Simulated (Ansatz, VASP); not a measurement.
## Two plane-wave programs on TiTe3Se

```xyz
5
Lattice="3.3140 1.9133 3.8433 -3.3140 1.9133 3.8433 0.0000 -3.8267 3.8433" Properties=species:S:1:pos:R:3 pbc="T T T"
Ti    0.0000    0.0000    0.0000
Te    0.0000   -1.9133    1.9216
Te    1.6570    0.9567    1.9216
Te   -1.6570    0.9567    1.9216
Se    0.0000    0.0000    5.7649
```

Alike in both runs: task single point; functional PBE; k mesh 6 × 6 × 6; occupations gaussian, width 0.1 eV; collinear spin.

|  | VASP | Ansatz |
| --- | --- | --- |
| version | VASP 6.6.1 | Ansatz 0.2.0 |
| potentials or method | VASP PAW PBE potentials, release 64 (Ti_sv, Te, Se), cutoff 520 eV | scalar-relativistic, plane waves, PAW |
| valence electrons in the cell | 36 | 76 |

Ansatz gave:

```
gap on the k mesh at the Fermi level (eV)                     : none
pressure (GPa)                                                : 0.0
net moment per atom (μB)                                      : 0.06
size of the moment on the site where the two differ most (μB) : 0.24
```

Problem. What did VASP give for the same quantities?

Solution. gap on the k mesh at the Fermi level (eV): none; pressure (GPa): -0.1; net moment per atom (μB): 0.00; size of the moment on the site where the two differ most (μB): 0.02.

Site moments also hang on the region over which each program counts them. A gap of «none» marks a metal or a gap that the smearing closes. VASP's potentials hold 36 valence electrons a cell and Ansatz's 76, so a difference there can come from the potentials and not from the codes. Ansatz's warnings: stability check not made.

Spin-orbit coupling is off throughout.
